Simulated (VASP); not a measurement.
# MnO2 (P-3m1) in VASP: a series of runs, part 2 of 2

VASP 6.6.1.

## Step 4: Single point, PBEsol, collinear spin, ferromagnetic start

This run uses another cell than the first one, of 10.41 Å³/atom, 0.960 times its volume.

The input, INCAR:

```
SYSTEM = MnO2
PREC = Accurate
ENCUT = 520
EDIFF = 1E-7
ISMEAR = -1
SIGMA = 0.05
LREAL = .FALSE.
LASPH = .TRUE.
NELM = 150
ALGO = Normal
ISIF = 2
LWAVE = .FALSE.
LCHARG = .FALSE.
ISPIN = 2
MAGMOM = 4 0 0
LORBIT = 11
LMAXMIX = 4
GGA = PS
NBANDS = 24
```

The input, KPOINTS:

```
Automatic mesh
0
G
  9 9 5
  0 0 0
```

The input, POSCAR:

```
MnO2
1.0
    2.8565781804      0.0000000000      0.0000000000
   -1.4282890902      2.4738692722      0.0000000000
    0.0000000000      0.0000000000      4.4173190965
Mn O
1 2
Direct
    0.0000000000      0.0000000000      0.5000000000
    0.3333333333      0.6666666667      0.7125903674
    0.6666666667      0.3333333333      0.2874096326
```

Potentials or basis: VASP PAW PBE potentials, release 64 (Mn_pv, O).

The run is started by

```
cat potpaw_PBE.64/Mn_pv/POTCAR potpaw_PBE.64/O/POTCAR > POTCAR
mpirun -np 1 vasp_std > vasp.out
```

OUTCAR:

```text
SYSTEM = MnO2
   PREC = Accurate
   ENCUT = 520
   EDIFF = 1E-7
   ISMEAR = -1
   LREAL = .FALSE.
   LASPH = .TRUE.
   NELM = 150
   ISIF = 2
   ISPIN = 2
   LORBIT = 11
   GGA = PS

 ion  position               nearest neighbor table
   1  0.000  0.000  0.500-   2 1.90   3 1.90   3 1.90   2 1.90   3 1.90   2 1.90
   2  0.333  0.667  0.713-   1 1.90   1 1.90   1 1.90
   3  0.667  0.333  0.287-   1 1.90   1 1.90   1 1.90

  LATTYP: Found a hexagonal cell.
 ALAT       =     2.8565781804
 C/A-ratio  =     1.5463673030

  Lattice vectors:

 A1 = (   2.8565781804,   0.0000000000,   0.0000000000)
 A2 = (  -1.4282890902,   2.4738692722,   0.0000000000)
 A3 = (   0.0000000000,   0.0000000000,   4.4173190965)

Analysis of symmetry for initial positions (statically):
=====================================================================
 Subroutine PRICEL returns:
 Original cell was already a primitive cell.

 Routine SETGRP: Setting up the symmetry group for a
 hexagonal supercell.

 Subroutine GETGRP returns: Found 12 space group operations
 (whereof 12 operations were pure point group operations)
 out of a pool of 24 trial point group operations.

The static configuration has the point symmetry D_3d.

Analysis of symmetry for dynamics (positions and initial velocities):
=====================================================================
 Subroutine PRICEL returns:
 Original cell was already a primitive cell.

 Routine SETGRP: Setting up the symmetry group for a
 hexagonal supercell.

 Subroutine GETGRP returns: Found 12 space group operations
 (whereof 12 operations were pure point group operations)
 out of a pool of 24 trial point group operations.

The dynamic configuration has the point symmetry D_3d.

Analysis of structural, dynamic, and magnetic symmetry:
=====================================================================
 Subroutine PRICEL returns:
 Original cell was already a primitive cell.

 Routine SETGRP: Setting up the symmetry group for a
[... 152 lines left out ...]
  free energy    TOTEN  =       -25.04023108 eV

  energy without entropy =      -25.04019188  energy(sigma->0) =      -25.04021148

 E-fermi :   4.0407     XC(G=0): -11.3659

 val. band max:        3.7156032153   @ k =   0.0000   0.1111   0.4000
 cond. band min:       4.3483261031   @ k =   0.0000   0.0000   0.4000
 fundamental gap:      0.6327228878
 Fermi energy:         4.0407218544

 spin component 1

 k-point     1 :       0.0000    0.0000    0.0000
  band No.  band energies     occupation
      1     -46.5484      1.00000
      2     -46.5484      1.00000
      3     -46.5319      1.00000
      4     -16.0920      1.00000
      5     -13.5812      1.00000
      6      -2.8662      1.00000
[... 637 lines left out ...]
     23      24.7649      0.00000
     24      25.6214      0.00000

 [... further k-points ...]

 spin component 2

 k-point     1 :       0.0000    0.0000    0.0000
  band No.  band energies     occupation
      1     -43.5223      1.00000
      2     -43.5223      1.00000
      3     -43.3476      1.00000
      4     -15.9176      1.00000
      5     -13.4532      1.00000
      6      -2.0433      1.00000
[... 637 lines left out ...]
     23      25.1409      0.00000
     24      26.4063      0.00000

 [... further k-points ...]

------------------------ aborting loop because EDIFF is reached ----------------------------------------

  FORCE on cell =-STRESS in cart. coord.  units (eV):
  Direction    XX          YY          ZZ          XY          YZ          ZX
  --------------------------------------------------------------------------------------
  -------------------------------------------------------------------------------------
  Total       -0.0589741     -0.0589741      0.5057130     -0.0000000      0.0000000      0.0000000
  in kB       -3.0268466     -3.0268466     25.9557194     -0.0000000      0.0000000      0.0000000
  external PRESSURE =       6.6340087 kB  Pullay stress =       0.0000000 kB

 VOLUME and BASIS-vectors are now :
 -----------------------------------------------------------------------------
  energy-cutoff  :      520.00
  volume of cell :       31.22
      direct lattice vectors                 reciprocal lattice vectors
     2.856578180  0.000000000  0.000000000     0.350069187  0.202112539  0.000000000
    -1.428289090  2.473869272  0.000000000     0.000000000  0.404225078  0.000000000
     0.000000000  0.000000000  4.417319096     0.000000000  0.000000000  0.226381653

 POSITION                                       TOTAL-FORCE (eV/Angst)
 -----------------------------------------------------------------------------------
      0.00000      0.00000      2.20866         0.000000      0.000000      0.000000
     -0.00000      1.64925      3.14774        -0.000000     -0.000000      0.081007
      1.42829      0.82462      1.26958         0.000000      0.000000     -0.081007
 -----------------------------------------------------------------------------------
    total drift:                               -0.000000     -0.000000      0.000000

  FREE ENERGIE OF THE ION-ELECTRON SYSTEM (eV)
  ---------------------------------------------------
  free  energy   TOTEN  =       -25.0402310792 eV

  energy  without entropy=      -25.0401918822  energy(sigma->0) =      -25.04021148

 total charge

# of ion       s       p       d       tot
------------------------------------------
    1        0.364   6.482   4.943  11.789
    2        1.578   3.403   0.000   4.981
    3        1.578   3.403   0.000   4.981
--------------------------------------------------
tot          3.519  13.289   4.943  21.751

 magnetization (x)

# of ion       s       p       d       tot
------------------------------------------
    1        0.031   0.041   2.761   2.832
    2        0.004   0.039   0.000   0.043
    3        0.004   0.039   0.000   0.043
--------------------------------------------------
tot          0.038   0.119   2.761   2.918
```

OSZICAR:

```text
N       E                     dE             d eps       ncg     rms          rms(c)
DAV:   1     0.242304856216E+03    0.24230E+03   -0.13982E+04  4808   0.121E+03
DAV:   2    -0.181197086483E+02   -0.26042E+03   -0.24452E+03  5240   0.364E+02
DAV:   3    -0.321234869610E+02   -0.14004E+02   -0.13925E+02  5528   0.906E+01
DAV:   4    -0.322446272720E+02   -0.12114E+00   -0.12113E+00  5200   0.881E+00
DAV:   5    -0.322458653421E+02   -0.12381E-02   -0.12381E-02  5624   0.854E-01    0.317E+01
DAV:   6    -0.311597194104E+02    0.10861E+01   -0.85669E+01  5712   0.750E+01    0.390E+01
DAV:   7    -0.261906864478E+02    0.49690E+01   -0.10026E+02  5536   0.762E+01    0.151E+01
DAV:   8    -0.252202870408E+02    0.97040E+00   -0.27579E+00  5088   0.153E+01    0.607E+00
DAV:   9    -0.250350452076E+02    0.18524E+00   -0.92039E-01  6504   0.902E+00    0.224E+00
DAV:  10    -0.250429261500E+02   -0.78809E-02   -0.89437E-02  5224   0.197E+00    0.120E+00
DAV:  11    -0.250400907974E+02    0.28354E-02   -0.69555E-03  5024   0.627E-01    0.434E-01
DAV:  12    -0.250403055950E+02   -0.21480E-03   -0.80136E-04  5008   0.280E-01    0.158E-01
DAV:  13    -0.250402202576E+02    0.85337E-04   -0.60665E-04  5504   0.264E-01    0.385E-02
DAV:  14    -0.250402290536E+02   -0.87960E-05   -0.96499E-05  5328   0.876E-02    0.302E-02
DAV:  15    -0.250402304523E+02   -0.13987E-05   -0.89825E-06  4904   0.307E-02    0.160E-02
DAV:  16    -0.250402308934E+02   -0.44111E-06   -0.56170E-06  4912   0.262E-02    0.257E-03
DAV:  17    -0.250402310685E+02   -0.17503E-06   -0.54027E-07  4360   0.583E-03    0.137E-03
DAV:  18    -0.250402310792E+02   -0.10777E-07   -0.52658E-08  3256   0.176E-03
   1 F= -.25040231E+02 E0= -.25040211E+02  d E =-.391971E-04  mag=     2.9999
```

stdout:

```text
POSCAR found type information on POSCAR MnO
 POSCAR found :  2 types and       3 ions
 scaLAPACK will be used
 -----------------------------------------------------------------------------
|                                                                             |
|                                                                             |
|     You enforced a specific xc type in the INCAR file but a different       |
|     I HOPE YOU KNOW WHAT YOU ARE DOING!                                     |
|                                                                             |
 -----------------------------------------------------------------------------

 LDA part: xc-table for (Slater+PW92), standard interpolation
 POSCAR, INCAR and KPOINTS ok, starting setup
 FFT: planning ... GRIDC
 FFT: planning ... GRID_SOFT
 FFT: planning ... GRID
 WAVECAR not read
 entering main loop
```

It took 96 s on 1 thread of Intel Xeon Platinum 8259CL at 2.50GHz (Skylake/Cascade Lake), shared host; peak memory 0.2 GiB.

Results:

```
Free energy                                           : -25.0402 eV
Pressure                                              : 0.7 GPa
Largest force                                         : 0.081 eV/Å
Band gap on the k mesh                                : 0.63 eV, indirect (least direct gap 0.70 eV)
Net moment                                            : 3.00 μB per cell
Site moments                                          : Mn +2.83; O +0.04 μB
Valence electrons inside the program's atomic spheres : Mn 11.79; O 4.98
```

Forces on the atoms (eV/Å):
```
Mn   0.000  0.000  0.000
O    0.000  0.000  0.081
O    0.000  0.000 -0.081
```

Stress tensor (GPa, compression positive):
```
-0.30  0.00  0.00
 0.00 -0.30  0.00
 0.00  0.00  2.60
```

Caveat: the PAW data sets were made with another functional, which shifts forces and pressure a little; a cell with one magnetic atom can't hold antiferromagnetic order, which such compounds often take. A k mesh can miss the band edges.

## Step 5: Single point, PBEsol, collinear spin, ferromagnetic start

This run uses another cell than the first one, of 10.62 Å³/atom, 0.980 times its volume.

The input, INCAR:

```
SYSTEM = MnO2
PREC = Accurate
ENCUT = 520
EDIFF = 1E-7
ISMEAR = -1
SIGMA = 0.05
LREAL = .False.
LASPH = .True.
NELM = 150
ALGO = Normal
ISIF = 2
LWAVE = .False.
LCHARG = .True.
ISPIN = 2
MAGMOM = 4 0 0
LORBIT = 11
LMAXMIX = 4
GGA = PS
LELF = .True.
LVHAR = .True.
NBANDS = 24
```

The input, KPOINTS:

```
regular mesh
0
Gamma
  9 9 5
  0 0 0
```

The input, POSCAR:

```
MnO2
1.0
    2.8565781804      0.0000000000      0.0000000000
   -1.4282890902      2.4738692722      0.0000000000
    0.0000000000      0.0000000000      4.5093465777
Mn O
1 2
Direct
    0.0000000000      0.0000000000      0.5000000000
    0.3333333333      0.6666666667      0.7084741942
    0.6666666667      0.3333333333      0.2915258058
```

The run is started by

```
cat potpaw_PBE.64/Mn_pv/POTCAR potpaw_PBE.64/O/POTCAR > POTCAR
mpirun -np 1 vasp_std > vasp.out
```

Run time: 1.9 min. Hardware: 1 thread of Intel Xeon Platinum 8259CL at 2.50GHz (Skylake/Cascade Lake), shared host; peak memory 0.2 GiB.

Results (log left out):

```
Free energy                                           : -25.0475 eV
Pressure                                              : 0.3 GPa
Largest force                                         : 0.083 eV/Å
Band gap on the k mesh                                : 0.66 eV, indirect (least direct gap 0.72 eV)
Net moment                                            : 3.00 μB per cell
Site moments                                          : Mn +2.83; O +0.04 μB
Valence electrons inside the program's atomic spheres : Mn 11.79; O 4.98
```

Forces on the atoms (eV/Å):
```
Mn   0.000  0.000  0.000
O    0.000  0.000  0.083
O    0.000  0.000 -0.083
```

Stress tensor (GPa, compression positive):
```
-0.55  0.00  0.00
 0.00 -0.55  0.00
 0.00  0.00  1.92
```

Levels at points of the mesh, in eV from the valence-band top:
Spin up:
| k point | band 12 | band 13 | band 14 | band 15 | band 16 | band 17 |
| --- | --- | --- | --- | --- | --- | --- |
| (0.00, 0.00, 0.00) | -1.52 | -1.21 | -0.38 | 2.81 | 2.81 | 7.00 |
Spin down:
```csv
k point,band 9,band 10,band 11,band 12,band 13,band 14
"(0.00, 0.00, 0.00)",-1.44,-1.44,-1.02,0.67,0.67,2.33
```

Caveat: the PAW data sets were made with another functional, which shifts forces and pressure a little; a cell with one magnetic atom can't hold antiferromagnetic order, which such compounds often take. Expect the measured gap to be larger: semilocal functionals such as PBEsol lack the derivative discontinuity.

## Step 6: Single point, PBEsol, collinear spin, ferromagnetic start

This run uses another cell than the first one, of 10.73 Å³/atom, 0.990 times its volume.

The input, INCAR:

```
PREC = Accurate ; ENCUT = 520
EDIFF = 1E-6 ; ISMEAR = -1
SIGMA = 0.05 ; LREAL = False
LASPH = True ; NELM = 150
ALGO = Normal ; ISIF = 2
LWAVE = False ; LCHARG = False
ISPIN = 2 ; MAGMOM = 4 0 0
LORBIT = 11 ; LMAXMIX = 4
GGA = PS ; NBANDS = 24
```

The input, KPOINTS:

```
Automatic mesh
0
Gamma
  9 9 5
```

The input, POSCAR:

```
MnO2
1.0
    2.8565781804      0.0000000000      0.0000000000
   -1.4282890902      2.4738692722      0.0000000000
    0.0000000000      0.0000000000      4.5553603183
Mn O
1 2
Direct
    0.0000000000      0.0000000000      0.5000000000
    0.3333333333      0.6666666667      0.7063865079
    0.6666666667      0.3333333333      0.2936134921
```

Potentials or basis: VASP PAW PBE potentials, release 64 (Mn_pv, O).

The run is started by

```
cat potpaw_PBE.64/Mn_pv/POTCAR potpaw_PBE.64/O/POTCAR > POTCAR
mpirun -np 1 vasp_std > vasp.out
```

OUTCAR:

```text
PREC = Accurate
   ENCUT = 520
   EDIFF = 1E-6
   ISMEAR = -1
   LREAL = False
   LASPH = True
   NELM = 150
   ISIF = 2
   ISPIN = 2
   LORBIT = 11
   GGA = PS

 ion  position               nearest neighbor table
   1  0.000  0.000  0.500-   2 1.90   3 1.90   3 1.90   2 1.90   3 1.90   2 1.90
   2  0.333  0.667  0.706-   1 1.90   1 1.90   1 1.90
   3  0.667  0.333  0.294-   1 1.90   1 1.90   1 1.90

  LATTYP: Found a hexagonal cell.
 ALAT       =     2.8565781804
 C/A-ratio  =     1.5946912812

  Lattice vectors:

 A1 = (   2.8565781804,   0.0000000000,   0.0000000000)
 A2 = (  -1.4282890902,   2.4738692722,   0.0000000000)
 A3 = (   0.0000000000,   0.0000000000,   4.5553603183)

Analysis of symmetry for initial positions (statically):
=====================================================================
 Subroutine PRICEL returns:
 Original cell was already a primitive cell.

 Routine SETGRP: Setting up the symmetry group for a
 hexagonal supercell.

[... 1492 lines left out ...]

------------------------ aborting loop because EDIFF is reached ----------------------------------------

  FORCE on cell =-STRESS in cart. coord.  units (eV):
  Direction    XX          YY          ZZ          XY          YZ          ZX
  --------------------------------------------------------------------------------------
  -------------------------------------------------------------------------------------
  Total       -0.1328542     -0.1328542      0.3297985      0.0000000      0.0000000      0.0000000
  in kB       -6.6121133     -6.6121133     16.4139729      0.0000000      0.0000000      0.0000000
  external PRESSURE =       1.0632488 kB  Pullay stress =       0.0000000 kB

 VOLUME and BASIS-vectors are now :
 -----------------------------------------------------------------------------
  energy-cutoff  :      520.00
  volume of cell :       32.19
      direct lattice vectors                 reciprocal lattice vectors
     2.856578180  0.000000000  0.000000000     0.350069187  0.202112539  0.000000000
    -1.428289090  2.473869272  0.000000000     0.000000000  0.404225078  0.000000000
     0.000000000  0.000000000  4.555360318     0.000000000  0.000000000  0.219521603

 POSITION                                       TOTAL-FORCE (eV/Angst)
 -----------------------------------------------------------------------------------
      0.00000      0.00000      2.27768        -0.000000      0.000000      0.000000
     -0.00000      1.64925      3.21785        -0.000000     -0.000000      0.089473
      1.42829      0.82462      1.33752         0.000000      0.000000     -0.089473
 -----------------------------------------------------------------------------------
    total drift:                                0.000000     -0.000000      0.000000

  FREE ENERGIE OF THE ION-ELECTRON SYSTEM (eV)
  ---------------------------------------------------
  free  energy   TOTEN  =       -25.0500349414 eV

  energy  without entropy=      -25.0500053581  energy(sigma->0) =      -25.05002015

 total charge

# of ion       s       p       d       tot
------------------------------------------
    1        0.363   6.481   4.942  11.786
    2        1.577   3.403   0.000   4.980
    3        1.577   3.403   0.000   4.980
--------------------------------------------------
tot          3.518  13.287   4.942  21.747

 magnetization (x)

# of ion       s       p       d       tot
------------------------------------------
    1        0.031   0.041   2.761   2.833
    2        0.004   0.039   0.000   0.043
    3        0.004   0.039   0.000   0.043
--------------------------------------------------
tot          0.038   0.119   2.761   2.918
```

Wall time 88 s (1 thread of Intel Xeon Platinum 8259CL at 2.50GHz (Skylake/Cascade Lake), shared host); peak memory 0.2 GiB.

Results:

```
Free energy                                           : -25.0500 eV
Pressure                                              : 0.1 GPa
Largest force                                         : 0.089 eV/Å
Band gap on the k mesh                                : 0.67 eV, indirect (least direct gap 0.73 eV)
Net moment                                            : 3.00 μB per cell
Site moments                                          : Mn +2.83; O +0.04 μB
Valence electrons inside the program's atomic spheres : Mn 11.79; O 4.98
```

Forces on the atoms (eV/Å):
```
Mn   0.000  0.000  0.000
O    0.000  0.000  0.089
O    0.000  0.000 -0.089
```

Caveat: the PAW data sets were made with another functional, which shifts forces and pressure a little; a cell with one magnetic atom can't hold antiferromagnetic order, which such compounds often take. PBEsol gaps usually lie below the measured ones, often by a third to a half.

## Step 7: Summary

| level | cell | k mesh | gap on the mesh (eV) | pressure (GPa) | moment (μB) | largest force (eV/Å) |
| --- | --- | --- | --- | --- | --- | --- |
| r2SCAN | a = 2.857, b = 2.857, c = 4.601 Å, angles 90.0, 90.0, 120.0°, 3 atoms | 6 × 6 × 4 | 1.91 | 0.3 | 3.00 | - |
| RPBE+D4 | a = 2.873, b = 2.873, c = 4.454 Å, angles 90.0, 90.0, 120.0°, 3 atoms | 11 × 11 × 6 | 0.96 | 1.0 | 3.00 | 0.09 |
| PBEsol | a = 2.857, b = 2.857, c = 4.417 Å, angles 90.0, 90.0, 120.0°, 3 atoms | 9 × 9 × 5 | 0.63 | 0.7 | 3.00 | 0.08 |
| PBEsol | a = 2.857, b = 2.857, c = 4.509 Å, angles 90.0, 90.0, 120.0°, 3 atoms | 9 × 9 × 5 | 0.66 | 0.3 | 3.00 | 0.08 |
| PBEsol | a = 2.857, b = 2.857, c = 4.555 Å, angles 90.0, 90.0, 120.0°, 3 atoms | 9 × 9 × 5 | 0.67 | 0.1 | 3.00 | 0.09 |

Alike in all rows: task single point; potentials or basis VASP PAW PBE potentials, release 64 (Mn_pv, O); spin collinear, ferromagnetic start; cutoff (eV) 520; smearing fermi-dirac 0.05 eV.

Caveats: some runs use coarse meshes; the PAW data sets were made with another functional, which shifts forces and pressure a little; a cell with one magnetic atom can't hold antiferromagnetic order, which such compounds often take.

Absolute energies hang on the potentials; compare differences alone.
